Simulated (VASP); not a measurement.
# SnO (P4/nmm) in VASP: notebook

The runs below take SnO through single point, with r2SCAN, PBE.

Everything below comes from runs of VASP 6.6.1. Logs are shortened: lines on timing, memory, paths and dates and some standing lists are left out, and cuts for length are marked.

### Step 1. The cell of the first run

The structure is tetragonal, space group P4/nmm (No. 129). Conventional cell: a = 3.944 Å, b = 3.944 Å, c = 4.621 Å, α = 90.00°, β = 90.00°, γ = 90.00°. Within 3.0 Å of Sn (site symmetry 4mm) lie 4 O at 2.25 Å. O (site symmetry -4m2) has 4 Sn at 2.25 Å and 4 O at 2.79 Å within 3.0 Å.

### Step 2. Single point, r2SCAN (epitaxial xy strain +4.0%)

Contents of POSCAR:

```
SnO
1.0
    3.9442915842      0.0000000000      0.0000000000
    0.0000000000      3.9442915842      0.0000000000
    0.0000000000      0.0000000000      4.6214082304
Sn O
2 2
Direct
    0.0000000000      0.5000000000      0.2364663219
    0.5000000000      0.0000000000      0.7635336781
    0.5000000000      0.5000000000      0.0000000000
    0.0000000000      0.0000000000      0.0000000000
```

Contents of INCAR.step1:

```
PREC     = Accurate       # precision mode
ENCUT    = 520            # plane-wave cutoff, eV
ISMEAR   = 0              # smearing method
SIGMA    = 0.01           # smearing width, eV
LREAL    = False          # projectors in reciprocal space
LASPH    = True           # aspherical terms in the spheres
NELM     = 100            # most SCF steps
NBANDS   = 28             # bands
GGA      = PE             # functional
ALGO     = Normal         # electronic algorithm
EDIFF    = 1E-4           # SCF threshold, eV
LWAVE    = True           # write WAVECAR
LCHARG   = False          # write CHGCAR
```

Contents of INCAR.step2:

```
PREC     = Accurate       # precision mode
ENCUT    = 520            # plane-wave cutoff, eV
EDIFF    = 1E-6           # SCF threshold, eV
ISMEAR   = 0              # smearing method
SIGMA    = 0.01           # smearing width, eV
LREAL    = False          # projectors in reciprocal space
LASPH    = True           # aspherical terms in the spheres
NELM     = 100            # most SCF steps
ALGO     = Normal         # electronic algorithm
ISIF     = 2              # what is computed and relaxed
LWAVE    = False          # write WAVECAR
LCHARG   = True           # write CHGCAR
METAGGA  = R2SCAN         # meta-GGA
LMIXTAU  = True         
LELF     = True           # ELF
LVHAR    = True         
NBANDS   = 28             # bands
ISTART   = 1
```

Contents of KPOINTS:

```
regular mesh
0
Gamma
  6 6 6
```

Potentials or basis: VASP PAW PBE potentials, release 64 (Sn_d, O).

Command:

```bash
cat potpaw_PBE.64/Sn_d/POTCAR potpaw_PBE.64/O/POTCAR > POTCAR
cp INCAR.step1 INCAR
mpirun -np 1 vasp_std > vasp.out
cp INCAR.step2 INCAR
mpirun -np 1 vasp_std > vasp.out
```

OUTCAR:

```text
PREC = Accurate
   ENCUT = 520
   EDIFF = 1E-6
   ISMEAR = 0
   LREAL = False
   LASPH = True
   NELM = 100
   ISIF = 2
   METAGGA = R2SCAN
   ISTART = 1

 ion  position               nearest neighbor table
   1  0.000  0.500  0.236-   3 2.25   4 2.25   4 2.25   3 2.25   2 3.54   2 3.54   2 3.54   2 3.54
                             2 3.70   2 3.70   2 3.70   2 3.70
   2  0.500  0.000  0.764-   3 2.25   4 2.25   3 2.25   4 2.25   1 3.54   1 3.54   1 3.54   1 3.54
                             1 3.70   1 3.70   1 3.70   1 3.70
   3  0.500  0.500  0.000-   1 2.25   2 2.25   2 2.25   1 2.25
   4  0.000  0.000  0.000-   1 2.25   2 2.25   1 2.25   2 2.25

  LATTYP: Found a simple tetragonal cell.
 ALAT       =     3.9442915842
 C/A-ratio  =     1.1716700279

  Lattice vectors:

 A1 = (   3.9442915842,   0.0000000000,   0.0000000000)
 A2 = (   0.0000000000,   3.9442915842,   0.0000000000)
 A3 = (   0.0000000000,   0.0000000000,   4.6214082304)

Analysis of symmetry for initial positions (statically):
=====================================================================
 Subroutine PRICEL returns:
 Original cell was already a primitive cell.

 Routine SETGRP: Setting up the symmetry group for a
 simple tetragonal supercell.

 Subroutine GETGRP returns: Found 16 space group operations
 (whereof  8 operations were pure point group operations)
 out of a pool of 16 trial point group operations.

The static configuration has the point symmetry D_2d.
 The point group associated with its full space group is D_4h.

Analysis of symmetry for dynamics (positions and initial velocities):
=====================================================================
 Subroutine PRICEL returns:
 Original cell was already a primitive cell.

 Routine SETGRP: Setting up the symmetry group for a
 simple tetragonal supercell.

 Subroutine GETGRP returns: Found 16 space group operations
 (whereof  8 operations were pure point group operations)
 out of a pool of 16 trial point group operations.

The dynamic configuration has the point symmetry D_2d.
 The point group associated with its full space group is D_4h.

 Subroutine INISYM returns: Found 16 space group operations
 (whereof  8 operations are pure point group operations),
 and found     1 'primitive' translations

----------------------------------------------------------------------------------------

                                     Primitive cell

  volume of cell :      71.8973

  direct lattice vectors                    reciprocal lattice vectors
     3.944291584  0.000000000  0.000000000     0.253530952  0.000000000  0.000000000
     0.000000000  3.944291584  0.000000000     0.000000000  0.253530952  0.000000000
     0.000000000  0.000000000  4.621408230     0.000000000  0.000000000  0.216384260

  length of vectors
     3.944291584  3.944291584  4.621408230     0.253530952  0.253530952  0.216384260

  position of ions in fractional coordinates (direct lattice)
     0.000000000  0.500000000  0.236466322
     0.500000000  0.000000000  0.763533678
     0.500000000  0.500000000  0.000000000
     0.000000000  0.000000000  0.000000000

  ion indices of the primitive-cell ions
   primitive index   ion index
                 1           1
                 2           2
                 3           3
                 4           4

----------------------------------------------------------------------------------------

 KPOINTS: regular mesh

Automatic generation of k-mesh.
 Grid dimensions read from file:
 generate k-points for:    6    6    6

 Generating k-lattice:

  Cartesian coordinates                     Fractional coordinates (reciprocal lattice)
     0.042255159  0.000000000  0.000000000     0.166666667  0.000000000  0.000000000
     0.000000000  0.042255159  0.000000000     0.000000000  0.166666667  0.000000000
     0.000000000  0.000000000  0.036064043     0.000000000  0.000000000  0.166666667

  Length of vectors
     0.042255159  0.042255159  0.036064043

  Shift w.r.t. Gamma in fractional coordinates (k-lattice)
[... 47 lines left out ...]
  ---------------------------------------------------
  free energy    TOTEN  =       -66.80733757 eV

  energy without entropy =      -66.80733757  energy(sigma->0) =      -66.80733757

 E-fermi :   6.4311     XC(G=0): -10.8058

 val. band max:        6.3496063026   @ k =   0.1667   0.0000   0.0000
 cond. band min:       7.0964928912   @ k =   0.5000   0.5000   0.0000
 fundamental gap:      0.7468865886
 Fermi energy:         6.4311156700

 k-point     1 :       0.0000    0.0000    0.0000
  band No.  band energies     occupation
      1     -16.0620      2.00000
      2     -15.5654      2.00000
      3     -15.5654      2.00000
      4     -15.5381      2.00000
      5     -15.5195      2.00000
      6     -15.5124      2.00000
[... 20 lines left out ...]
     27      13.9310      0.00000
     28      14.4627      0.00000

 k-point     2 :       0.1667    0.0000    0.0000
  band No.  band energies     occupation
      1     -16.0415      2.00000
      2     -15.5959      2.00000
      3     -15.5587      2.00000
      4     -15.5578      2.00000
      5     -15.5228      2.00000
      6     -15.5200      2.00000
[... 20 lines left out ...]
     27      14.1375      0.00000
     28      15.9920      0.00000

 k-point     3 :       0.3333    0.0000    0.0000
  band No.  band energies     occupation
      1     -15.9846      2.00000
      2     -15.7566      2.00000
      3     -15.5421      2.00000
      4     -15.5374      2.00000
      5     -15.5209      2.00000
      6     -15.5098      2.00000
[... 20 lines left out ...]
     27      14.5217      0.00000
     28      16.9681      0.00000

 k-point     4 :       0.5000    0.0000    0.0000
  band No.  band energies     occupation
      1     -15.8919      2.00000
      2     -15.8919      2.00000
      3     -15.5260      2.00000
      4     -15.5260      2.00000
      5     -15.5162      2.00000
      6     -15.5162      2.00000
[... 578 lines left out ...]
     27      15.5245      0.00000
     28      16.3437      0.00000

 k-point    23 :       0.3333    0.0000    0.3333
  band No.  band energies     occupation
      1     -15.9850      2.00000
      2     -15.7803      2.00000
      3     -15.5595      2.00000
      4     -15.5378      2.00000
      5     -15.5199      2.00000
      6     -15.5121      2.00000
[... 20 lines left out ...]
     27      15.9785      0.00000
     28      17.4780      0.00000

 k-point    24 :       0.5000    0.0000    0.3333
  band No.  band energies     occupation
      1     -15.9053      2.00000
      2     -15.9053      2.00000
      3     -15.5557      2.00000
      4     -15.5557      2.00000
      5     -15.5089      2.00000
      6     -15.5089      2.00000
[... 20 lines left out ...]
     27      16.5871      0.00000
     28      16.5871      0.00000

 [... further k-points ...]

------------------------ aborting loop because EDIFF is reached ----------------------------------------

  FORCE on cell =-STRESS in cart. coord.  units (eV):
  Direction    XX          YY          ZZ          XY          YZ          ZX
  --------------------------------------------------------------------------------------
  -------------------------------------------------------------------------------------
  Total       -2.2073629     -2.2073629      0.7039220      0.0000000      0.0000000      0.0000000
  in kB      -49.1894504    -49.1894504     15.6863810      0.0000000      0.0000000      0.0000000
  external PRESSURE =     -27.5641732 kB  Pullay stress =       0.0000000 kB

 VOLUME and BASIS-vectors are now :
 -----------------------------------------------------------------------------
  energy-cutoff  :      520.00
  volume of cell :       71.90
      direct lattice vectors                 reciprocal lattice vectors
     3.944291584  0.000000000  0.000000000     0.253530952  0.000000000  0.000000000
     0.000000000  3.944291584  0.000000000     0.000000000  0.253530952  0.000000000
     0.000000000  0.000000000  4.621408230     0.000000000  0.000000000  0.216384260

 POSITION                                       TOTAL-FORCE (eV/Angst)
 -----------------------------------------------------------------------------------
      0.00000      1.97215      1.09281         0.000000      0.000000      0.106876
      1.97215      0.00000      3.52860        -0.000000      0.000000     -0.106876
      1.97215      1.97215      0.00000        -0.000000      0.000000      0.000000
      0.00000      0.00000      0.00000         0.000000      0.000000      0.000000
 -----------------------------------------------------------------------------------
    total drift:                                0.000000      0.000000      0.000000

  FREE ENERGIE OF THE ION-ELECTRON SYSTEM (eV)
  ---------------------------------------------------
  free  energy   TOTEN  =       -66.8073375738 eV

  energy  without entropy=      -66.8073375738  energy(sigma->0) =      -66.80733757
```

Run time: 2.4 min. Hardware: 1 thread of AMD EPYC 9R45 (Zen 5), shared host; peak memory 0.18 GiB.

Results:

| Quantity | Value |
| --- | --- |
| Free energy | -66.8073 eV |
| Pressure | -2.8 GPa |
| Largest force | 0.107 eV/Å |
| Band gap on the k mesh | 0.75 eV (least direct gap 2.21 eV) |

Forces in eV/Å, atoms in the order of the input:
```
Sn   0.000  0.000  0.107
Sn   0.000  0.000 -0.107
O    0.000  0.000  0.000
O    0.000  0.000  0.000
```

Stress tensor (GPa, compression positive):
```
-4.92  0.00  0.00
 0.00 -4.92  0.00
 0.00  0.00  1.57
```

Caveat: the cell differs from its parent crystal (epitaxial xy strain +4.0%); the stress differs along the axes, from -5 to 2 GPa; semilocal functionals underestimate gaps, and a narrow one can read as zero; the PAW data sets were made with another functional, which shifts forces and pressure a little; spin-orbit coupling is left out, which moves the levels of the heavy elements. A k mesh can miss the band edges.

### Step 3. Single point, r2SCAN, non-collinear spin, zero start, spin-orbit coupling (epitaxial xy strain -3.0%)

Contents of POSCAR:

```
SnO
1.0
    3.6788104198      0.0000000000      0.0000000000
    0.0000000000      3.6788104198      0.0000000000
    0.0000000000      0.0000000000      4.8616843151
Sn O
2 2
Direct
    0.0000000000      0.5000000000      0.2438341314
    0.5000000000      0.0000000000      0.7561658686
    0.5000000000      0.5000000000      0.0000000000
    0.0000000000      0.0000000000      0.0000000000
```

Contents of INCAR.step1:

```
SYSTEM = SnO
ALGO = Normal
EDIFF = 1E-4
ENCUT = 520
GGA = PE
GGA_COMPAT = .FALSE.
ISMEAR = -1
LASPH = .TRUE.
LCHARG = .FALSE.
LREAL = .FALSE.
LSORBIT = .TRUE.
LWAVE = .TRUE.
MAGMOM = 0 0 0 0 0 0 0 0 0 0 0 0
NBANDS = 54
NELM = 150
PREC = Accurate
SIGMA = 0.02
```

Contents of INCAR.step2:

```
SYSTEM = SnO
ALGO = Normal
EDIFF = 1E-6
ENCUT = 520
GGA_COMPAT = .FALSE.
ISIF = 2
ISMEAR = -1
ISTART = 1
LASPH = .TRUE.
LCHARG = .TRUE.
LMIXTAU = .TRUE.
LORBIT = 11
LORBMOM = .TRUE.
LREAL = .FALSE.
LSORBIT = .TRUE.
LVHAR = .TRUE.
LWAVE = .FALSE.
MAGMOM = 0 0 0 0 0 0 0 0 0 0 0 0
METAGGA = R2SCAN
NBANDS = 54
NELM = 150
PREC = Accurate
SIGMA = 0.02
```

Contents of KPOINTS:

```
k-points
0
G
  6 6 6
  0 0 0
```

Potentials or basis: VASP PAW PBE potentials, release 64 (Sn_d, O).

Command:

```bash
cat potpaw_PBE.64/Sn_d/POTCAR potpaw_PBE.64/O/POTCAR > POTCAR
cp INCAR.step1 INCAR
mpirun -np 1 vasp_ncl > vasp.out
cp INCAR.step2 INCAR
mpirun -np 1 vasp_ncl > vasp.out
```

Wall time 18 min (1 thread of Intel Xeon Platinum 8488C (Sapphire Rapids), shared host); peak memory 0.45 GiB.

It converged, with:

```
Free energy                                           : -66.8525 eV
Pressure                                              : 6.2 GPa
Largest force                                         : 0.141 eV/Å
Net moment                                            : 0.00 μB per cell
Valence electrons inside the program's atomic spheres : Sn 12.17; O 5.08
```

Forces in eV/Å, atoms in the order of the input:
```
Sn   0.000  0.000  0.141
Sn   0.000  0.000 -0.141
O    0.000  0.000  0.000
O    0.000  0.000  0.000
```

Stress tensor (GPa, compression positive):
```
8.43 0.00 0.00
0.00 8.43 0.00
0.00 0.00 1.87
```

Moments on the atoms (μB; x, y, z):
```
Sn  0.00 0.00 0.00
Sn  0.00 0.00 0.00
O   0.00 0.00 0.00
O   0.00 0.00 0.00
```

Caveat: the cell differs from its parent crystal (epitaxial xy strain -3.0%); the stress differs along the axes, from 2 to 8 GPa; the PAW data sets were made with another functional, which shifts forces and pressure a little.

### Step 4. Single point, PBE (epitaxial xy strain -4.0%)

Contents of INCAR:

```
PREC = Accurate
ENCUT = 1340
EDIFF = 1E-6
ISMEAR = -1
SIGMA = 0.02
LREAL = F
LASPH = T
NELM = 120
ALGO = Normal
ISIF = 2
LWAVE = F
LCHARG = F
GGA = PE
NBANDS = 28
GGA_COMPAT = F
```

Contents of KPOINTS:

```
Automatic mesh
0
Gamma
  6 6 6
```

Contents of POSCAR:

```
SnO
1.0
    3.6408845392      0.0000000000      0.0000000000
    0.0000000000      3.6408845392      0.0000000000
    0.0000000000      0.0000000000      4.9055625148
Sn O
2 2
Direct
    0.0000000000      0.5000000000      0.2441682863
    0.5000000000      0.0000000000      0.7558317137
    0.5000000000      0.5000000000      0.0000000000
    0.0000000000      0.0000000000      0.0000000000
```

Potentials or basis: VASP PAW PBE potentials, release 64 (Sn_d, O_h).

Command:

```bash
cat potpaw_PBE.64/Sn_d/POTCAR potpaw_PBE.64/O_h/POTCAR > POTCAR
mpirun -np 1 vasp_std > vasp.out
```

Run time: 3.9 min. Hardware: 1 thread of Intel Xeon Platinum 8488C (Sapphire Rapids), shared host; peak memory 0.51 GiB.

It converged, with:

```
Free energy            : -22.3942 eV
Pressure               : 11.8 GPa
Largest force          : 0.691 eV/Å
Band gap on the k mesh : zero (bands 20 and 21 overlap by 0.72 eV)
```

Forces in eV/Å, atoms in the order of the input:
```
Sn   0.000  0.000  0.691
Sn   0.000  0.000 -0.691
O    0.000  0.000  0.000
O    0.000  0.000  0.000
```

Stress tensor (GPa, compression positive):
```
14.77  0.00  0.00
 0.00 14.77  0.00
 0.00  0.00  5.78
```

Levels at points of the mesh, in eV from the Fermi level:
| k point | band 17 | band 18 | band 19 | band 20 | band 21 | band 22 | band 23 | band 24 |
| --- | --- | --- | --- | --- | --- | --- | --- | --- |
| (0.00, 0.00, 0.00) | -3.98 | -3.30 | -3.30 | 0.31 | 2.60 | 4.31 | 4.66 | 4.66 |
| (0.50, 0.00, 0.00) | -5.20 | -5.20 | -3.34 | -3.34 | 3.06 | 3.06 | 6.15 | 6.15 |
| (0.50, 0.50, 0.00) | -2.62 | -2.62 | -2.22 | -2.22 | -0.41 | -0.41 | 4.01 | 4.01 |
| (0.00, 0.00, 0.50) | -3.32 | -3.32 | -3.13 | -3.12 | 2.24 | 2.87 | 2.87 | 4.18 |
| (0.50, 0.00, 0.50) | -5.17 | -5.17 | -2.22 | -2.22 | 2.33 | 2.33 | 5.66 | 5.66 |
| (0.50, 0.50, 0.50) | -2.97 | -2.97 | -2.62 | -2.62 | 1.85 | 1.85 | 3.83 | 3.83 |

Caveat: the cell differs from its parent crystal (epitaxial xy strain -4.0%); the stress differs along the axes, from 6 to 15 GPa; semilocal functionals underestimate gaps, and a narrow one can read as zero; spin-orbit coupling is left out, which moves the levels of the heavy elements.

### Step 5. Single point, PBE (epitaxial xy strain -2.0%)

Contents of INCAR:

```
SYSTEM = SnO
  PREC = Accurate
  ENCUT = 1340
  EDIFF = 1E-6
  ISMEAR = -1
  SIGMA = 0.02
  LREAL = .FALSE.
  LASPH = .TRUE.
  NELM = 120
  ALGO = Normal
  ISIF = 2
  LWAVE = .FALSE.
  LCHARG = .FALSE.
  GGA = PE
  NBANDS = 28
  GGA_COMPAT = .FALSE.
```

Contents of KPOINTS:

```
Automatic mesh
0
G
  6 6 6
  0 0 0
```

Contents of POSCAR:

```
SnO
1.0
    3.7167363005      0.0000000000      0.0000000000
    0.0000000000      3.7167363005      0.0000000000
    0.0000000000      0.0000000000      4.8193471432
Sn O
2 2
Direct
    0.0000000000      0.5000000000      0.2433908458
    0.5000000000      0.0000000000      0.7566091542
    0.5000000000      0.5000000000      0.0000000000
    0.0000000000      0.0000000000      0.0000000000
```

Command:

```bash
cat potpaw_PBE.64/Sn_d/POTCAR potpaw_PBE.64/O_h/POTCAR > POTCAR
mpirun -np 1 vasp_std > vasp.out
```

Wall time 4.2 min (1 thread of AMD EPYC 7R13 (Zen 3), shared host); peak memory 0.48 GiB.

The run converged. Its results:

```
Free energy            : -22.5603 eV
Pressure               : 8.5 GPa
Largest force          : 0.602 eV/Å
Band gap on the k mesh : zero (bands 20 and 21 overlap by 0.43 eV)
```

Forces on the atoms (eV/Å):
```
Sn   0.000  0.000  0.602
Sn   0.000  0.000 -0.602
O    0.000  0.000  0.000
O    0.000  0.000  0.000
```

Stress tensor (GPa, compression positive):
```
10.08  0.00  0.00
 0.00 10.08  0.00
 0.00  0.00  5.42
```

Levels at points of the mesh, in eV from the Fermi level:
```
           k point  band 17  band 18  band 19  band 20  band 21  band 22  band 23  band 24
(0.00, 0.00, 0.00)    -3.80    -3.31    -3.31     0.17     2.37     4.45     4.59     4.59
(0.50, 0.00, 0.00)    -5.10    -5.10    -3.10    -3.10     3.19     3.19     5.99     5.99
(0.50, 0.50, 0.00)    -2.64    -2.64    -2.09    -2.09    -0.26    -0.26     4.24     4.24
(0.00, 0.00, 0.50)    -3.33    -3.33    -3.02    -2.70     1.95     2.82     2.82     3.87
(0.50, 0.00, 0.50)    -5.07    -5.07    -2.01    -2.01     2.53     2.53     5.47     5.47
(0.50, 0.50, 0.50)    -2.91    -2.91    -2.64    -2.64     2.04     2.04     4.05     4.05
```

Caveat: the cell differs from its parent crystal (epitaxial xy strain -2.0%); the cell stands under pressure; semilocal functionals underestimate gaps, and a narrow one can read as zero; spin-orbit coupling is left out, which moves the levels of the heavy elements.

### Step 6. The runs side by side

```csv
level,potentials or basis,spin,cell,cutoff (eV),smearing,gap on the mesh (eV),pressure (GPa),largest force (eV/Å)
r2SCAN,"VASP PAW PBE potentials, release 64 (Sn_d, O)",off,"a = 3.944, b = 3.944, c = 4.621 Å, 4 atoms, epitaxial xy strain +4.0%",520,gaussian 0.01 eV,0.75,-2.8,0.11
r2SCAN,"VASP PAW PBE potentials, release 64 (Sn_d, O)","non-collinear, zero start, SOC","a = 3.679, b = 3.679, c = 4.862 Å, 4 atoms, epitaxial xy strain -3.0%",520,fermi-dirac 0.02 eV,-,6.2,0.14
PBE,"VASP PAW PBE potentials, release 64 (Sn_d, O_h)",off,"a = 3.641, b = 3.641, c = 4.906 Å, 4 atoms, epitaxial xy strain -4.0%",1340,fermi-dirac 0.02 eV,none,11.8,0.69
PBE,"VASP PAW PBE potentials, release 64 (Sn_d, O_h)",off,"a = 3.717, b = 3.717, c = 4.819 Å, 4 atoms, epitaxial xy strain -2.0%",1340,fermi-dirac 0.02 eV,none,8.5,0.60
```

Alike in all rows: task single point; k mesh 6 × 6 × 6.

Caveats: semilocal functionals underestimate gaps, and a narrow one can read as zero (at least some runs); spin-orbit coupling is left out, which moves the levels of the heavy elements (at least some runs); the PAW data sets were made with another functional, which shifts forces and pressure a little (at least some runs); the stress differs along the axes, from -5 to 2 GPa (at least some runs); the stress differs along the axes, from 2 to 8 GPa (at least some runs); the stress differs along the axes, from 6 to 15 GPa (at least some runs); the cell stands under pressure (at least some runs).

Absolute energies hang on the potentials; compare differences alone.

The gap in the log of VASP goes by the Fermi energy; the results here count the filled bands.